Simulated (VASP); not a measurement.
# Be (P6_3/mmc) in VASP: relaxation of cell and atoms with PBE+D3(BJ)

Aim: the relaxation of cell and atoms of Be with PBE+D3(BJ).

Program: VASP 6.6.1. These are calculated values, not measurements. Logs are shortened: lines on timing, memory, paths and dates and some standing lists are left out, and cuts for length are marked.

### 1 The cell of the first run

The structure is hexagonal, space group P6_3/mmc (No. 194). The conventional cell has a = 2.224 Å, b = 2.224 Å, c = 3.474 Å, α = 90.00°, β = 90.00°, γ = 120.00°. Be (site symmetry -6m2) has 12 Be at 2.16 to 2.22 Å within 2.9 Å.

### 2 Relaxation of cell and atoms, PBE+D3(BJ)

File INCAR:

```
SYSTEM = Be
  PREC = Accurate
  ENCUT = 600
  EDIFF = 1E-7
  ISMEAR = 0
  SIGMA = 0.1
  LREAL = .FALSE.
  LASPH = .TRUE.
  NELM = 80
  ALGO = Normal
  ISIF = 3
  LWAVE = .FALSE.
  LCHARG = .FALSE.
  GGA = PE
  IVDW = 12
  IBRION = 2
  NSW = 100
  EDIFFG = -0.005
```

File KPOINTS:

```
Automatic mesh
0
G
  21 21 12
  0 0 0
```

File POSCAR:

```
Be
1.0
    2.2237101570      0.0000000000      0.0000000000
   -1.1118550785      1.9257894866      0.0000000000
    0.0000000000      0.0000000000      3.4735851467
Be
2
Direct
    0.3333333333      0.6666666667      0.2500000000
    0.6666666667      0.3333333333      0.7500000000
```

Potentials or basis: VASP PAW PBE potentials, release 64 (Be).

Run with:

```
$ cat potpaw_PBE.64/Be/POTCAR > POTCAR
$ mpirun -np 1 vasp_std > vasp.out
```

OUTCAR:

```text
SYSTEM = Be
   PREC = Accurate
   ENCUT = 600
   EDIFF = 1E-7
   ISMEAR = 0
   LREAL = .FALSE.
   LASPH = .TRUE.
   NELM = 80
   ISIF = 3
   GGA = PE
   IVDW = 12
   IBRION = 2
   NSW = 100
   EDIFFG = -0.005
 IVDW          = 12

 ion  position               nearest neighbor table
   1  0.333  0.667  0.250-   2 2.16   2 2.16   2 2.16   2 2.16   2 2.16   2 2.16
   2  0.667  0.333  0.750-   1 2.16   1 2.16   1 2.16   1 2.16   1 2.16   1 2.16

  LATTYP: Found a hexagonal cell.
 ALAT       =     2.2237101570
 C/A-ratio  =     1.5620674015

  Lattice vectors:

 A1 = (   2.2237101570,   0.0000000000,   0.0000000000)
 A2 = (  -1.1118550785,   1.9257894866,   0.0000000000)
 A3 = (   0.0000000000,   0.0000000000,   3.4735851467)

Analysis of symmetry for initial positions (statically):
=====================================================================
 Subroutine PRICEL returns:
 Original cell was already a primitive cell.

 Routine SETGRP: Setting up the symmetry group for a
 hexagonal supercell.

 Subroutine GETGRP returns: Found 24 space group operations
 (whereof 12 operations were pure point group operations)
 out of a pool of 24 trial point group operations.

The static configuration has the point symmetry D_3d.
 The point group associated with its full space group is D_6h.

Analysis of symmetry for dynamics (positions and initial velocities):
=====================================================================
 Subroutine PRICEL returns:
 Original cell was already a primitive cell.

 Routine SETGRP: Setting up the symmetry group for a
 hexagonal supercell.

 Subroutine GETGRP returns: Found 24 space group operations
 (whereof 12 operations were pure point group operations)
 out of a pool of 24 trial point group operations.

The dynamic configuration has the point symmetry D_3d.
 The point group associated with its full space group is D_6h.

 Subroutine INISYM returns: Found 24 space group operations
 (whereof 12 operations are pure point group operations),
 and found     1 'primitive' translations

----------------------------------------------------------------------------------------

                                     Primitive cell

  volume of cell :      14.8753

  direct lattice vectors                    reciprocal lattice vectors
     2.223710157  0.000000000  0.000000000     0.449698895  0.259633778  0.000000000
    -1.111855079  1.925789487  0.000000000     0.000000000  0.519267556  0.000000000
     0.000000000  0.000000000  3.473585147     0.000000000  0.000000000  0.287886998

  length of vectors
     2.223710157  2.223710157  3.473585147     0.519267556  0.519267556  0.287886998

  position of ions in fractional coordinates (direct lattice)
     0.333333333  0.666666667  0.250000000
     0.666666667  0.333333333  0.750000000

  ion indices of the primitive-cell ions
   primitive index   ion index
                 1           1
                 2           2

----------------------------------------------------------------------------------------

 KPOINTS: Automatic mesh

Automatic generation of k-mesh.
 Grid dimensions read from file:
 generate k-points for:   21   21   12

 Generating k-lattice:

  Cartesian coordinates                     Fractional coordinates (reciprocal lattice)
     0.021414233  0.012363513  0.000000000     0.047619048  0.000000000  0.000000000
     0.000000000  0.024727026  0.000000000     0.000000000  0.047619048  0.000000000
     0.000000000  0.000000000  0.023990583     0.000000000  0.000000000  0.083333333

  Length of vectors
     0.024727026  0.024727026  0.023990583

  Shift w.r.t. Gamma in fractional coordinates (k-lattice)
     0.000000000  0.000000000  0.000000000

 Subroutine IBZKPT returns following result:
 ===========================================

 Found    336 irreducible k-points:

 Following reciprocal coordinates:
            Coordinates               Weight
  0.000000  0.000000  0.000000      1.000000
  0.047619 -0.000000  0.000000      6.000000
  0.095238 -0.000000  0.000000      6.000000
  0.142857  0.000000  0.000000      6.000000
  0.190476 -0.000000  0.000000      6.000000
  0.238095  0.000000  0.000000      6.000000
[... 16 lines left out ...]
  0.142857  0.095238  0.000000     12.000000
  0.190476  0.095238  0.000000     12.000000
 [... further k-points ...]
   k-points           NKPTS =    336   k-points in BZ     NKDIM =    336   number of bands    NBANDS=      6
   number of dos      NEDOS =    301   number of ions     NIONS =      2
   total plane-waves  NPLWV =   9072
   dimension x,y,z NGX =    18 NGY =   18 NGZ =   28
   dimension x,y,z NGXF=    36 NGYF=   36 NGZF=   56
   ions per type =               2
   NGX,Y,Z   is equivalent  to a cutoff of  13.46, 13.46, 13.40 a.u.
   NGXF,Y,Z  is equivalent  to a cutoff of  26.91, 26.91, 26.80 a.u.
 SYSTEM =  Be
   PREC   = accura    normal or accurate (medium, high low for compatibility)
   ISTART =      0    job   : 0-new  1-cont  2-samecut
   ICHARG =      2    charge: 1-file 2-atom 10-const
   ISPIN  =      1    spin polarized calculation?
   LNONCOLLINEAR =      F non collinear calculations
   LSORBIT =      F    spin-orbit coupling
   LASPH  =      T    aspherical Exc in radial PAW
   ENCUT  =  600.0 eV  44.10 Ry    6.64 a.u.   4.44  4.44  6.94*2*pi/ulx,y,z
   NELM   =     80;   NELMIN=  2; NELMDL= -5     # of ELM steps
   EDIFF  = 0.1E-06   stopping-criterion for ELM
   LREAL  =      F    real-space projection
   EDIFFG = -.5E-02   stopping-criterion for IOM
   NSW    =    100    number of steps for IOM
   IBRION =      2    ionic relax: 0-MD 1-quasi-New 2-CG
   NFREE  =      1    steps in history (QN), initial steepest desc. (CG)
   ISIF   =      3    stress and relaxation
   ISYM   =      2    0-nonsym 1-usesym 2-fastsym
   POTIM  = 0.5000    time-step for ionic-motion
   TEBEG  =    0.0;   TEEND  =   0.0 temperature during run
   PSTRESS=    0.0 pullay stress
   NELECT =       4.0000    total number of electrons
   NUPDOWN=      -1.0000    fix difference up-down
   EMIN   =  10.00;   EMAX   =-10.00  energy-range for DOS
   EFERMI =   0.00;   METHOD = LEGACY
   ISMEAR =     0;   SIGMA  =   0.10  broadening in eV -4-tet -1-fermi 0-gaus
   EFERMI_NEDOS =   21; number of points for ismear=-14 and -15
   IALGO  =     38    algorithm
   IMIX   =      4    mixing-type and parameters
     AMIX     =   0.40;   BMIX     =  1.00
     AMIX_MAG =   1.60;   BMIX_MAG =  1.00
  volume/ion in A,a.u.               =       7.44        50.19
  Fermi-wavevector in a.u.,A,eV,Ry     =   1.056671  1.996819 15.191638  1.116554
  Thomas-Fermi vector in A             =   2.191916
   LORBIT       =      0    0 simple, 1 ext, 2 COOP (PROOUT), +10 PAW based schemes
   GGA     = PE    functional components
   LHFCALC =     F    Hartree Fock is set to
   AEXX    =    0.0000 exact exchange contribution
   IVDW    =    12    specifies the selected vdW correction
   LEPSILON=     F    determine dielectric tensor
   LRPA    =     F    only Hartree local field effects (RPA)
 conjugate gradient relaxation of ions
 non-spin polarized calculation
 Gauss-broadening in eV      SIGMA  =   0.10
  energy-cutoff  :      600.00
  volume of cell :       14.88
 maximum number of plane-waves:       523
 NGX is ok and might be reduce to    18
   NGX =  9   NGY =  9   NGZ = 13

--------------------------------------- Ionic step        1  -------------------------------------------

 number of electron       4.0000000 magnetization

 Free energy of the ion-electron system (eV)
  ---------------------------------------------------
  ext. energy  EPLUGINS =         0.00000000
  ---------------------------------------------------
  free energy    TOTEN  =        -7.50453939 eV

  energy without entropy =       -7.50303031  energy(sigma->0) =       -7.50378485

------------------------ aborting loop because EDIFF is reached ----------------------------------------

 Edisp (eV)   -0.75664

 E8    (eV) :    -0.2624

  FORCE on cell =-STRESS in cart. coord.  units (eV):
  Direction    XX          YY          ZZ          XY          YZ          ZX
  --------------------------------------------------------------------------------------
  -------------------------------------------------------------------------------------
  Total      -0.12422    -0.12422     0.31018     0.00000     0.00000     0.00000
  in kB     -13.37945   -13.37945    33.40857     0.00000     0.00000     0.00000
  external pressure =        2.22 kB  Pullay stress =        0.00 kB
[... 101 lines left out ...]
  energy  without entropy=       -8.2615013888  energy(sigma->0) =       -8.26220737

--------------------------------------- Ionic step        4  -------------------------------------------

 number of electron       4.0000000 magnetization

 Free energy of the ion-electron system (eV)
  ---------------------------------------------------
  ext. energy  EPLUGINS =         0.00000000
  ---------------------------------------------------
  free energy    TOTEN  =        -7.50674619 eV

  energy without entropy =       -7.50533689  energy(sigma->0) =       -7.50604154

 E-fermi :   7.5782     XC(G=0): -10.8064

 val. band max:        7.5673453636   @ k =   0.3333   0.0476   0.0000
 cond. band min:       7.6112090302   @ k =   0.3333   0.2857   0.0833
 fundamental gap:      0.0438636665
 Fermi energy:         7.5782341953

 k-point     1 :       0.0000    0.0000    0.0000
  band No.  band energies     occupation
      1      -4.1548      2.00000
      2       2.8319      2.00000
      3       8.7881      0.00000
      4      24.3872      0.00000
      5      24.3872      0.00000
      6      27.3359      0.00000

 k-point     2 :       0.0476   -0.0000    0.0000
  band No.  band energies     occupation
      1      -4.0881      2.00000
      2       2.9212      2.00000
      3       8.8048      0.00000
      4      23.8041      0.00000
      5      23.9305      0.00000
      6      27.3497      0.00000
[... 190 lines left out ...]
 k-point    24 :       0.1905    0.0952    0.0000
  band No.  band energies     occupation
      1      -2.2795      2.00000
      2       5.3209      2.00000
      3       9.0172      0.00000
      4      16.2005      0.00000
      5      18.6349      0.00000
      6      24.5638      0.00000

 [... further k-points ...]

------------------------ aborting loop because EDIFF is reached ----------------------------------------

 Edisp (eV)   -0.75618

 E8    (eV) :    -0.2622

  FORCE on cell =-STRESS in cart. coord.  units (eV):
  Direction    XX          YY          ZZ          XY          YZ          ZX
  --------------------------------------------------------------------------------------
  -------------------------------------------------------------------------------------
  Total      -0.00129    -0.00129    -0.00160     0.00000    -0.00000     0.00000
  in kB      -0.13909    -0.13909    -0.17195     0.00000    -0.00000     0.00000
  external pressure =       -0.15 kB  Pullay stress =        0.00 kB
[... 17 lines left out ...]
  FREE ENERGIE OF THE ION-ELECTRON SYSTEM (eV)
  ---------------------------------------------------
  free  energy   TOTEN  =        -8.2629228823 eV

  energy  without entropy=       -8.2615135783  energy(sigma->0) =       -8.26221823

 reached required accuracy - stopping structural energy minimisation
```

It took 26 s on 1 thread of Intel Xeon 6975P-C, shared host; peak memory 0.16 GiB.

Results:

| Item | Value |
| --- | --- |
| Free energy | -8.2629 eV |
| Relaxed volume | 7.44 Å³/atom |
| Relaxed cell | a = 2.215 Å, b = 2.215 Å, c = 3.502 Å, α = 90.00°, β = 90.00°, γ = 120.00° |
| Space group after relaxing (to 0.05 Å) | P6_3/mmc (No. 194) |
| Energy gained by relaxing | 0.9 meV/atom |
| Ionic steps | 4 |
| Pressure after relaxing | 0.0 GPa |
| Band gap on the k mesh | zero (band 2 reaches 8.55 eV, above the bottom of band 3 at 6.40 eV) |
| Dispersion energy per atom | -0.378 eV |

The path:
```tsv
step	energy change (eV)	largest force (eV/Å)	pressure (GPa)	volume (Å³)
1	0.0000	0.0000	0.22	14.88
2	-0.0017	0.0000	-0.12	14.90
3	-0.0017	0.0000	-0.15	14.90
4	-0.0017	0.0000	-0.02	14.88
```

Final structure:
```
Be
1.0
     2.21537    0.00000    0.00000
    -1.10768    1.91856    0.00000
     0.00000    0.00000    3.50179
Be
2
Direct
  0.33333 0.66667 0.25000
  0.66667 0.33333 0.75000
```

Caveat: pairwise dispersion overbinds metals, which lowers pressure and volume.
